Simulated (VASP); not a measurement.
# CdSe (Cadmoselite) (P6_3mc) in VASP: settings compared

The runs below take CdSe (Cadmoselite) through single point, with PBEsol, PBE.

All numbers are computed with VASP 6.6.1; they aren't measurements. Logs are shortened: lines on timing, memory, paths and dates and some standing lists are left out, and cuts for length are marked.

## 1. The cell of the first run

It takes space group P6_3mc (No. 186, hexagonal). The conventional cell has a = 4.384 Å, b = 4.384 Å, c = 7.158 Å, α = 90.00°, β = 90.00°, γ = 120.00°. Within 3.5 Å of Cd (site symmetry 3m) lie 4 Se at 2.66 to 2.76 Å. Within 3.5 Å of Se (site symmetry 3m) lie 4 Cd at 2.66 to 2.76 Å.

## 2. Single point, PBEsol, non-collinear spin, zero start, spin-orbit coupling

File INCAR:

```
SYSTEM = CdSe
PREC     = Accurate       ! precision mode
ENCUT    = 520            ! plane-wave cutoff, eV
EDIFF    = 1E-6           ! SCF threshold, eV
ISMEAR   = -1             ! smearing method
SIGMA    = 0.05           ! smearing width, eV
LREAL    = .FALSE.        ! projectors in reciprocal space
LASPH    = .TRUE.         ! aspherical terms in the spheres
NELM     = 150            ! most SCF steps
ALGO     = Normal         ! electronic algorithm
ISIF     = 2              ! what is computed and relaxed
LWAVE    = .FALSE.        ! write WAVECAR
LCHARG   = .FALSE.        ! write CHGCAR
MAGMOM   = 0 0 0 0 0 0 0 0 0 0 0 0 ! initial moments
LORBIT   = 11             ! projections on sites
LSORBIT  = .TRUE.         ! spin-orbit coupling
GGA_COMPAT= .FALSE.      
LORBMOM  = .TRUE.       
GGA      = PS             ! functional
NBANDS   = 50             ! bands
```

File KPOINTS:

```
Automatic mesh
0
G
  7 7 4
  0 0 0
```

File POSCAR:

```
CdSe
1.0
    4.3843351364      0.0000000000      0.0000000000
   -2.1921675682      3.7969456069      0.0000000000
    0.0000000000      0.0000000000      7.1576820134
Cd Se
2 2
Direct
    0.6666666667      0.3333333333      0.5000000000
    0.3333333333      0.6666666667      0.0000000000
    0.6666666667      0.3333333333      0.8850000000
    0.3333333333      0.6666666667      0.3850000000
```

Potentials or basis: VASP PAW PBE potentials, release 64 (Cd, Se).

Started as:

```
$ cat potpaw_PBE.64/Cd/POTCAR potpaw_PBE.64/Se/POTCAR > POTCAR
$ mpirun -np 1 vasp_ncl > vasp.out
```

OUTCAR:

```text
SYSTEM = CdSe
   PREC = Accurate
   ENCUT = 520
   EDIFF = 1E-6
   ISMEAR = -1
   LREAL = .FALSE.
   LASPH = .TRUE.
   NELM = 150
   ISIF = 2
   LORBIT = 11
   LSORBIT = .TRUE.
   GGA = PS

 ion  position               nearest neighbor table
   1  0.667  0.333  0.500-   4 2.66   4 2.66   4 2.66   3 2.76
   2  0.333  0.667  0.000-   3 2.66   3 2.66   3 2.66   4 2.76
   3  0.667  0.333  0.885-   2 2.66   2 2.66   2 2.66   1 2.76
   4  0.333  0.667  0.385-   1 2.66   1 2.66   1 2.66   2 2.76

  LATTYP: Found a hexagonal cell.
 ALAT       =     4.3843351364
 C/A-ratio  =     1.6325581395

  Lattice vectors:

 A1 = (   4.3843351364,   0.0000000000,   0.0000000000)
 A2 = (  -2.1921675682,   3.7969456069,   0.0000000000)
 A3 = (   0.0000000000,   0.0000000000,   7.1576820134)

Analysis of symmetry for initial positions (statically):
=====================================================================
 Subroutine PRICEL returns:
 Original cell was already a primitive cell.

 Routine SETGRP: Setting up the symmetry group for a
 hexagonal supercell.

 Subroutine GETGRP returns: Found 12 space group operations
 (whereof  6 operations were pure point group operations)
 out of a pool of 24 trial point group operations.

The static configuration has the point symmetry C_3v.
 The point group associated with its full space group is C_6v.

Analysis of symmetry for dynamics (positions and initial velocities):
=====================================================================
 Subroutine PRICEL returns:
 Original cell was already a primitive cell.

 Routine SETGRP: Setting up the symmetry group for a
 hexagonal supercell.

 Subroutine GETGRP returns: Found 12 space group operations
 (whereof  6 operations were pure point group operations)
 out of a pool of 24 trial point group operations.

The dynamic configuration has the point symmetry C_3v.
 The point group associated with its full space group is C_6v.

Analysis of structural, dynamic, and magnetic symmetry:
=====================================================================
 Subroutine PRICEL returns:
 Original cell was already a primitive cell.

 Routine SETGRP: Setting up the symmetry group for a
 hexagonal supercell.

 Subroutine GETGRP returns: Found 12 space group operations
 (whereof  6 operations were pure point group operations)
 out of a pool of 24 trial point group operations.

The overall configuration has the point symmetry C_3v.
 The point group associated with its full space group is C_6v.

 Subroutine INISYM returns: Found 12 space group operations
 (whereof  6 operations are pure point group operations),
 and found     1 'primitive' translations

----------------------------------------------------------------------------------------

                                     Primitive cell

  volume of cell :     119.1545

  direct lattice vectors                    reciprocal lattice vectors
     4.384335136  0.000000000  0.000000000     0.228084754  0.131684794  0.000000000
    -2.192167568  3.796945607  0.000000000     0.000000000  0.263369588  0.000000000
     0.000000000  0.000000000  7.157682013     0.000000000  0.000000000  0.139710034

  length of vectors
     4.384335136  4.384335136  7.157682013     0.263369588  0.263369588  0.139710034

  position of ions in fractional coordinates (direct lattice)
     0.666666667  0.333333333  0.500000000
     0.333333333  0.666666667  0.000000000
     0.666666667  0.333333333  0.885000000
     0.333333333  0.666666667  0.385000000

  ion indices of the primitive-cell ions
   primitive index   ion index
                 1           1
                 2           2
                 3           3
                 4           4

----------------------------------------------------------------------------------------

 KPOINTS: Automatic mesh

Automatic generation of k-mesh.
 Grid dimensions read from file:
 generate k-points for:    7    7    4

 Generating k-lattice:

  Cartesian coordinates                     Fractional coordinates (reciprocal lattice)
     0.032583536  0.018812113  0.000000000     0.142857143  0.000000000  0.000000000
     0.000000000  0.037624227  0.000000000     0.000000000  0.142857143  0.000000000
     0.000000000  0.000000000  0.034927509     0.000000000  0.000000000  0.250000000

  Length of vectors
     0.037624227  0.037624227  0.034927509

  Shift w.r.t. Gamma in fractional coordinates (k-lattice)
     0.000000000  0.000000000  0.000000000

 Subroutine IBZKPT returns following result:
 ===========================================

[... 72 lines left out ...]
   GGA     = PS    functional components
   LHFCALC =     F    Hartree Fock is set to
   AEXX    =    0.0000 exact exchange contribution
   IVDW    =     0    specifies the selected vdW correction
   LEPSILON=     F    determine dielectric tensor
   LRPA    =     F    only Hartree local field effects (RPA)
  energy-cutoff  :      520.00
  volume of cell :      119.15
 maximum number of plane-waves:      6460
 NGX is ok and might be reduce to    36
   NGX = 17   NGY = 17   NGZ = 27

 number of electron      36.0000000 magnetization       0.0000000      0.0000000      0.0000000

 number of electron      36.0000014 magnetization      -0.0000000     -0.0000000     -0.0000000

 number of electron      36.0000014 magnetization       0.0000000     -0.0000000     -0.0000000

 number of electron      36.0000014 magnetization      -0.0000000      0.0000000      0.0000000

 Free energy of the ion-electron system (eV)
  ---------------------------------------------------
  ext. energy  EPLUGINS =         0.00000000
  ---------------------------------------------------
  free energy    TOTEN  =       -12.38841220 eV

  energy without entropy =      -12.38816554  energy(sigma->0) =      -12.38828887

 E-fermi :   0.6750     XC(G=0):  -8.8301

 val. band max:        0.4781926706   @ k =   0.0000   0.0000   0.0000
 cond. band min:       0.8220079124   @ k =   0.0000   0.0000   0.0000
 fundamental gap:      0.3438152417
 Fermi energy:         0.6749893388

 k-point     1 :       0.0000    0.0000    0.0000
  band No.  band energies     occupation
      1     -11.9492      1.00000
      2     -11.9492      1.00000
      3     -11.6258      1.00000
      4     -11.6258      1.00000
      5      -7.6850      1.00000
      6      -7.6850      1.00000
[... 1213 lines left out ...]
     47       7.0352      0.00000
     48       7.0486      0.00000

 [... further k-points ...]

 [bands above 48 left out]

------------------------ aborting loop because EDIFF is reached ----------------------------------------

  FORCE on cell =-STRESS in cart. coord.  units (eV):
  Direction    XX          YY          ZZ          XY          YZ          ZX
  --------------------------------------------------------------------------------------
  -------------------------------------------------------------------------------------
  Total       -1.3773182     -1.3773182     -2.2964940      0.0000000      0.0000000      0.0000000
  in kB      -18.5197165    -18.5197165    -30.8791531      0.0000000      0.0000000      0.0000000
  external PRESSURE =     -22.6395287 kB  Pullay stress =       0.0000000 kB

 VOLUME and BASIS-vectors are now :
 -----------------------------------------------------------------------------
  energy-cutoff  :      520.00
  volume of cell :      119.15
      direct lattice vectors                 reciprocal lattice vectors
     4.384335136  0.000000000  0.000000000     0.228084754  0.131684794  0.000000000
    -2.192167568  3.796945607  0.000000000     0.000000000  0.263369588  0.000000000
     0.000000000  0.000000000  7.157682013     0.000000000  0.000000000  0.139710034

 POSITION                                       TOTAL-FORCE (eV/Angst)
 -----------------------------------------------------------------------------------
      2.19217      1.26565      3.57884        -0.000000      0.000000      0.217945
     -0.00000      2.53130      0.00000        -0.000000     -0.000000      0.217945
      2.19217      1.26565      6.33455        -0.000000      0.000000     -0.217945
     -0.00000      2.53130      2.75571         0.000000      0.000000     -0.217945
 -----------------------------------------------------------------------------------
    total drift:                               -0.000000      0.000000      0.000220

  FREE ENERGIE OF THE ION-ELECTRON SYSTEM (eV)
  ---------------------------------------------------
  free  energy   TOTEN  =       -12.3884122024 eV

  energy  without entropy=      -12.3881655393  energy(sigma->0) =      -12.38828887

 orbital moment (x)

 # of ion     p       d       tot
 ----------------------------------------
  1         0.000  -0.000  -0.000
  2         0.000   0.000   0.000
  3        -0.000  -0.000  -0.000
  4        -0.000   0.000  -0.000
 ----------------------------------------
           -0.000   0.000   0.000

 orbital moment (y)

 # of ion     p       d       tot
 ----------------------------------------
  1         0.000   0.000   0.000
  2        -0.000  -0.000  -0.000
  3        -0.000  -0.000  -0.000
  4         0.000   0.000   0.000
 ----------------------------------------
            0.000   0.000   0.000

 orbital moment (z)

 # of ion     p       d       tot
 ----------------------------------------
  1         0.000   0.000   0.000
  2         0.000  -0.000  -0.000
  3         0.000   0.000   0.000
  4         0.000  -0.000  -0.000
 ----------------------------------------
            0.000   0.000   0.000

 Spin-Orbit-Coupling matrix elements

 Ion:    1  E_soc:     -0.0572284
 l=   1
     0.0000000    -0.0025166    -0.0026897
    -0.0025166     0.0000000    -0.0025166
    -0.0026897    -0.0025166     0.0000000
 l=   2
     0.0000000    -0.0013908     0.0000000    -0.0013908    -0.0055948
    -0.0013908     0.0000000    -0.0041771    -0.0013792    -0.0013908
     0.0000000    -0.0041771     0.0000000    -0.0041771     0.0000000
    -0.0013908    -0.0013792    -0.0041771     0.0000000    -0.0013908
    -0.0055948    -0.0013908     0.0000000    -0.0013908     0.0000000
 l=   3
     0.0000000     0.0000000     0.0000000     0.0000000     0.0000000     0.0000000     0.0000000
     0.0000000     0.0000000     0.0000000     0.0000000     0.0000000     0.0000000     0.0000000
     0.0000000     0.0000000     0.0000000     0.0000000     0.0000000     0.0000000     0.0000000
     0.0000000     0.0000000     0.0000000     0.0000000     0.0000000     0.0000000     0.0000000
[... 49 lines left out ...]
 l=   2
     0.0000000    -0.0000008     0.0000000    -0.0000008    -0.0000070
    -0.0000008     0.0000000    -0.0000045    -0.0000000    -0.0000008
     0.0000000    -0.0000045     0.0000000    -0.0000045     0.0000000
    -0.0000008    -0.0000000    -0.0000045     0.0000000    -0.0000008
    -0.0000070    -0.0000008     0.0000000    -0.0000008     0.0000000
 l=   3
     0.0000000     0.0000000     0.0000000     0.0000000     0.0000000     0.0000000     0.0000000
     0.0000000     0.0000000     0.0000000     0.0000000     0.0000000     0.0000000     0.0000000
     0.0000000     0.0000000     0.0000000     0.0000000     0.0000000     0.0000000     0.0000000
     0.0000000     0.0000000     0.0000000     0.0000000     0.0000000     0.0000000     0.0000000
     0.0000000     0.0000000     0.0000000     0.0000000     0.0000000     0.0000000     0.0000000
     0.0000000     0.0000000     0.0000000     0.0000000     0.0000000     0.0000000     0.0000000
     0.0000000     0.0000000     0.0000000     0.0000000     0.0000000     0.0000000     0.0000000

 total charge

# of ion       s       p       d       tot
------------------------------------------
    1        0.440   0.287   9.550  10.277
    2        0.440   0.287   9.550  10.277
    3        1.448   2.351   0.019   3.817
    4        1.448   2.351   0.019   3.817
--------------------------------------------------
tot          3.774   5.276  19.138  28.188

 magnetization (x)

# of ion       s       p       d       tot
------------------------------------------
    1       -0.000   0.000   0.000   0.000
    2        0.000  -0.000  -0.000  -0.000
    3        0.000   0.000  -0.000   0.000
    4       -0.000   0.000   0.000  -0.000
--------------------------------------------------
tot         -0.000  -0.000  -0.000  -0.000

 magnetization (y)

# of ion       s       p       d       tot
------------------------------------------
    1        0.000   0.000   0.000   0.000
    2        0.000   0.000   0.000   0.000
    3        0.000   0.000   0.000   0.000
    4        0.000   0.000   0.000   0.000
--------------------------------------------------
tot          0.000   0.000   0.000   0.000

 magnetization (z)

# of ion       s       p       d       tot
------------------------------------------
    1        0.000   0.000   0.000   0.000
    2       -0.000   0.000   0.000   0.000
    3        0.000  -0.000   0.000  -0.000
    4        0.000  -0.000  -0.000  -0.000
--------------------------------------------------
tot          0.000   0.000   0.000   0.000
```

Wall time 4.4 min (1 thread of Intel Xeon Platinum 8488C (Sapphire Rapids), shared host); peak memory 0.67 GiB.

What came out:

```yaml
Free_energy: -12.3884 eV
Pressure: -2.3 GPa
Largest_force: 0.218 eV/Å
Net_moment: 0.00 μB per cell
Valence_electrons_inside_the_program's_atomic_spheres: Cd 10.28; Se 3.82
```

Forces on the atoms (eV/Å):
```
Cd   0.000  0.000  0.218
Cd   0.000  0.000  0.218
Se   0.000  0.000 -0.218
Se   0.000  0.000 -0.218
```

Moments on the atoms (μB; x, y, z):
```
Cd  0.00 0.00 0.00
Cd  0.00 0.00 0.00
Se  0.00 0.00 0.00
Se  0.00 0.00 0.00
```

Caveat: the PAW data sets were made with another functional, which shifts forces and pressure a little.

## 3. Single point, PBE

This run uses another cell than the first one, of 28.10 Å³/atom, 0.943 times its volume.

File INCAR:

```
SYSTEM = CdSe
PREC = Accurate
ENCUT = 520
EDIFF = 1E-6
ISMEAR = -1
SIGMA = 0.03
LREAL = .FALSE.
LASPH = .TRUE.
NELM = 100
ALGO = Normal
ISIF = 2
LWAVE = .FALSE.
LCHARG = .TRUE.
GGA = PE
LELF = .TRUE.
LVHAR = .TRUE.
NBANDS = 26
```

File KPOINTS:

```
Automatic mesh
0
G
  3 3 2
  0 0 0
```

File POSCAR:

```
CdSe
1.0
    4.3000000000      0.0000000000      0.0000000000
   -2.1500000000      3.7239092363      0.0000000000
    0.0000000000      0.0000000000      7.0200000000
Cd Se
2 2
Direct
    0.6666666667      0.3333333333      0.5000000000
    0.3333333333      0.6666666667      0.0000000000
    0.6666666667      0.3333333333      0.8850000000
    0.3333333333      0.6666666667      0.3850000000
```

Potentials or basis: VASP PAW PBE potentials, release 64 (Cd, Se).

Started as:

```
$ cat potpaw_PBE.64/Cd/POTCAR potpaw_PBE.64/Se/POTCAR > POTCAR
$ mpirun -np 1 vasp_std > vasp.out
```

Wall time 20 s (1 thread of Intel Xeon Platinum 8488C (Sapphire Rapids), shared host); peak memory 0.22 GiB.

The run converged. Its results:

| Property | Result |
| --- | --- |
| Free energy | -10.6832 eV |
| Pressure | 3.7 GPa |
| Largest force | 0.347 eV/Å |
| Band gap on the k mesh | 0.68 eV, direct |

Forces in eV/Å, atoms in the order of the input:
```
Cd   0.000  0.000  0.347
Cd   0.000  0.000  0.347
Se   0.000  0.000 -0.347
Se   0.000  0.000 -0.347
```

Stress tensor (GPa, compression positive):
```
4.78 0.00 0.00
0.00 4.78 0.00
0.00 0.00 1.64
```

Levels at points of the mesh, in eV from the valence-band top:
| k point | band 14 | band 15 | band 16 | band 17 | band 18 | band 19 | band 20 | band 21 | band 22 | band 23 |
| --- | --- | --- | --- | --- | --- | --- | --- | --- | --- | --- |
| (0.00, 0.00, 0.00) | -0.72 | -0.72 | -0.02 | 0.00 | 0.00 | 0.68 | 2.08 | 5.84 | 5.84 | 6.10 |
| (0.00, 0.00, 0.50) | -2.59 | -0.38 | -0.38 | -0.38 | -0.38 | 2.31 | 2.31 | 5.81 | 5.81 | 6.22 |

Caveat: the k points lie up to 0.56 Å⁻¹ apart.
